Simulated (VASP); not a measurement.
# Co (P6_3/mmc) in VASP: further runs, part 2 of 2

VASP 6.6.1. The steps go on from the part before.

## 3. Single point, BLYP, collinear spin, ferromagnetic start (12.30 Å³/atom)

This run uses another cell than the first one, of 12.30 Å³/atom.

The input, INCAR:

```
PREC     = Accurate       # precision mode
ENCUT    = 520            # plane-wave cutoff, eV
EDIFF    = 1E-6           # SCF threshold, eV
ISMEAR   = -1             # smearing method
SIGMA    = 0.05           # smearing width, eV
LREAL    = False          # projectors in reciprocal space
LASPH    = True           # aspherical terms in the spheres
NELM     = 150            # most SCF steps
ALGO     = Normal         # electronic algorithm
ISIF     = 2              # what is computed and relaxed
LWAVE    = False          # write WAVECAR
LCHARG   = False          # write CHGCAR
ISPIN    = 2              # spin polarisation
MAGMOM   = 1.703 1.703 1.72 1.72 # initial moments
LORBIT   = 11             # projections on sites
LMAXMIX  = 4              # l up to which the mixer works
GGA      = B5             # functional
ALDAX    = 1.0          
AGGAX    = 1.0          
AGGAC    = 1.0          
ALDAC    = 0.0          
NBANDS   = 30             # bands
```

The input, KPOINTS:

```
Automatic mesh
0
Gamma
  16 16 5
```

The input, POSCAR:

```
Co
1.0
    2.5994422529      0.0000000000      0.0000000000
   -1.2997211265      2.2511830267      0.0000000000
    0.0000000000      0.0000000000      8.4065253419
Co
4
Direct
    0.0000000000      0.0000000000      0.0000000000
    1.0000000000      1.0000000000      0.5000000000
    0.3333333333      0.6666666667      0.2500000000
    0.6666666667      0.3333333333      0.7500000000
```

Potentials or basis: VASP PAW PBE potentials, release 64 (Co).

The run is started by

```
$ cat potpaw_PBE.64/Co/POTCAR > POTCAR
$ mpirun -np 1 vasp_std > vasp.out
```

OUTCAR:

```text
PREC = Accurate
   ENCUT = 520
   EDIFF = 1E-6
   ISMEAR = -1
   LREAL = False
   LASPH = True
   NELM = 150
   ISIF = 2
   ISPIN = 2
   LORBIT = 11
   GGA = B5

 ion  position               nearest neighbor table
   1  0.000  0.000  0.000-   3 2.58   4 2.58   4 2.58   3 2.58   4 2.58   3 2.58
   2  0.000  0.000  0.500-   3 2.58   4 2.58   4 2.58   3 2.58   4 2.58   3 2.58
   3  0.333  0.667  0.250-   1 2.58   2 2.58   1 2.58   2 2.58   1 2.58   2 2.58
   4  0.667  0.333  0.750-   1 2.58   2 2.58   1 2.58   2 2.58   1 2.58   2 2.58

  LATTYP: Found a hexagonal cell.
 ALAT       =     2.5994422529
 C/A-ratio  =     3.2339727234
[... 1816 lines left out ...]
     2.599442253  0.000000000  0.000000000     0.384697909  0.222105441  0.000000000
    -1.299721126  2.251183027  0.000000000     0.000000000  0.444210883  0.000000000
     0.000000000  0.000000000  8.406525342     0.000000000  0.000000000  0.118955211

 POSITION                                       TOTAL-FORCE (eV/Angst)
 -----------------------------------------------------------------------------------
      0.00000      0.00000      0.00000        -0.000000      0.000000     -0.000000
      0.00000      0.00000      4.20326        -0.000000      0.000000     -0.000000
     -0.00000      1.50079      2.10163        -0.000000      0.000000     -0.000000
      1.29972      0.75039      6.30489         0.000000     -0.000000      0.000000
 -----------------------------------------------------------------------------------
    total drift:                                0.000000     -0.000000      0.000000

  FREE ENERGIE OF THE ION-ELECTRON SYSTEM (eV)
  ---------------------------------------------------
  free  energy   TOTEN  =       -24.0941681125 eV

  energy  without entropy=      -24.0569363353  energy(sigma->0) =      -24.07555222

 total charge

# of ion       s       p       d       tot
------------------------------------------
    1        0.441   0.407   7.246   8.094
    2        0.441   0.407   7.246   8.094
    3        0.440   0.409   7.240   8.089
    4        0.440   0.409   7.240   8.089
--------------------------------------------------
tot          1.761   1.633  28.970  32.365

 magnetization (x)

# of ion       s       p       d       tot
------------------------------------------
    1       -0.012  -0.043   1.768   1.713
    2       -0.012  -0.043   1.768   1.713
    3       -0.012  -0.044   1.784   1.729
    4       -0.012  -0.044   1.784   1.729
--------------------------------------------------
tot         -0.047  -0.173   7.105   6.885
```

OSZICAR:

```text
N       E                     dE             d eps       ncg     rms          rms(c)
DAV:   1     0.239746160589E+03    0.23975E+03   -0.15224E+04 10848   0.154E+03
DAV:   2    -0.133454549394E+02   -0.25309E+03   -0.23702E+03 10800   0.302E+02
DAV:   3    -0.274912944777E+02   -0.14146E+02   -0.13207E+02 11964   0.972E+01
DAV:   4    -0.277458074143E+02   -0.25451E+00   -0.25409E+00 13686   0.125E+01
DAV:   5    -0.277560508262E+02   -0.10243E-01   -0.10243E-01 14988   0.193E+00    0.179E+01
DAV:   6    -0.252937940852E+02    0.24623E+01   -0.27823E+01 12060   0.744E+01    0.116E+01
DAV:   7    -0.245762659562E+02    0.71753E+00   -0.59254E+00 12416   0.414E+01    0.128E+01
DAV:   8    -0.247704883340E+02   -0.19422E+00   -0.53459E+00 12722   0.468E+01    0.136E+01
DAV:   9    -0.241081437066E+02    0.66234E+00   -0.13726E+00 13120   0.235E+01    0.212E+00
DAV:  10    -0.240975391057E+02    0.10605E-01   -0.13754E-01 12586   0.381E+00    0.891E-01
DAV:  11    -0.240941056217E+02    0.34335E-02   -0.92910E-03 14488   0.910E-01    0.413E-01
DAV:  12    -0.240942327396E+02   -0.12712E-03   -0.29099E-03 16336   0.695E-01    0.245E-01
DAV:  13    -0.240941688669E+02    0.63873E-04   -0.72891E-04 12764   0.474E-01    0.719E-02
DAV:  14    -0.240941666967E+02    0.21702E-05   -0.10124E-04 19840   0.148E-01    0.481E-02
DAV:  15    -0.240941741619E+02   -0.74652E-05   -0.21824E-05 12812   0.542E-02    0.456E-02
DAV:  16    -0.240941676575E+02    0.65044E-05   -0.19313E-05 12384   0.904E-02    0.710E-03
DAV:  17    -0.240941681125E+02   -0.45501E-06   -0.17747E-06  7824   0.167E-02
   1 F= -.24094168E+02 E0= -.24075552E+02  d E =-.372318E-01  mag=     6.7485
```

It took 2.8 min on 1 thread of AMD EPYC 9R45 (Zen 5), shared host; peak memory 0.27 GiB.

What came out:

* Free energy: -24.0942 eV
* Pressure: -11.9 GPa
* Net moment: 6.75 μB per cell
* Site moments: Co +1.71, +1.73 (each value once) μB
* Valence electrons inside the program's atomic spheres: Co 8.09

Stress tensor (GPa, compression positive):
```
-11.87   0.00   0.00
  0.00 -11.87   0.00
  0.00   0.00 -12.01
```

Caveat: the cell stands under tension; the PAW data sets were made with another functional, which shifts forces and pressure a little.
